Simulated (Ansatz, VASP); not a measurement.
## Ga in VASP and in Ansatz

```
Ga
1.0
     1.38300   -4.02650    0.00000
     1.38300    4.02650    0.00000
    -0.11745    0.00000    3.29663
Ga
2
Cartesian
  1.3536 -2.9716 0.8242
  1.2949 2.9716 2.4725
```

Change from the starting cell: zz strain of -1 %.

Alike in both runs: task single point; functional PBEsol; k mesh 14 × 14 × 11; occupations fermi-dirac, width 0.03 eV; no spin polarisation.

```csv
,VASP,Ansatz
version,VASP 6.6.1,Ansatz 0.2.0
potentials or method,"VASP PAW PBE potentials, release 64 (Ga_d), cutoff 520 eV","all-electron LAPW, scalar-relativistic"
```

|  | VASP | Ansatz | Ansatz less VASP |
| --- | --- | --- | --- |
| pressure (GPa) | -1.4 | -1.3 | +0.05 |
| traceless stress, the component that is largest in VASP (GPa) | -0.11 | -0.12 | -0.009 |
| rms of the force components (eV/Å) | 0.113 | 0.113 | +0.0001 |

VASP's potentials were made for PBE, not for PBEsol. Atom by atom the forces differ by 0.000 eV/Å (rms over components). Ansatz ran all-electron here, and VASP with PAW potentials.
